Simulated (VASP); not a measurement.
Input of a VASP 6.6.1 run:

The input INCAR:

```
  ALGO = Normal
  EDIFF = 1E-6
  ENCUT = 520
  ISIF = 2
  ISMEAR = -1
  ISPIN = 2
  LASPH = True
  LCHARG = False
  LMAXMIX = 4
  LORBIT = 11
  LREAL = False
  LWAVE = False
  MAGMOM = 0 2 0 0
  NBANDS = 30
  NELM = 150
  PREC = Accurate
  SIGMA = 0.05
```

Contents of KPOINTS:

```
k-points
0
Gamma
  10 10 10
```

The input POSCAR:

```
VWC2
1.0
    1.4965380473      0.8640266445      4.8672107864
   -1.4965380473      0.8640266445      4.8672107864
    0.0000000000     -1.7280532889      4.8672107864
W V C
1 1 2
Direct
    0.0000000000      0.0000000000      0.0000000000
    0.5000000000      0.5000000000      0.5000000000
    0.2464940000      0.2464940000      0.2464940000
    0.7535060000      0.7535060000      0.7535060000
```

Potentials or basis: VASP PAW LDA potentials, release 64 (W_sv, V_sv, C).

The run is started by

```console
$ cat potpaw_LDA.64/W_sv/POTCAR potpaw_LDA.64/V_sv/POTCAR potpaw_LDA.64/C/POTCAR > POTCAR
$ mpirun -np 1 vasp_std > vasp.out
```

Q: What does it give for the net moment?

A: 0.00 μB per cell.

Q: Predict the largest force.

A: 0.108 eV/Å.

Q: Predict the pressure.

A: -1.5 GPa.

Forces in eV/Å, atoms in the order of the input:
```
W    0.000  0.000  0.000
V    0.000  0.000  0.000
C    0.000  0.000 -0.108
C    0.000  0.000  0.108
```

Caveat: the moments typed at the start vanished in this run.
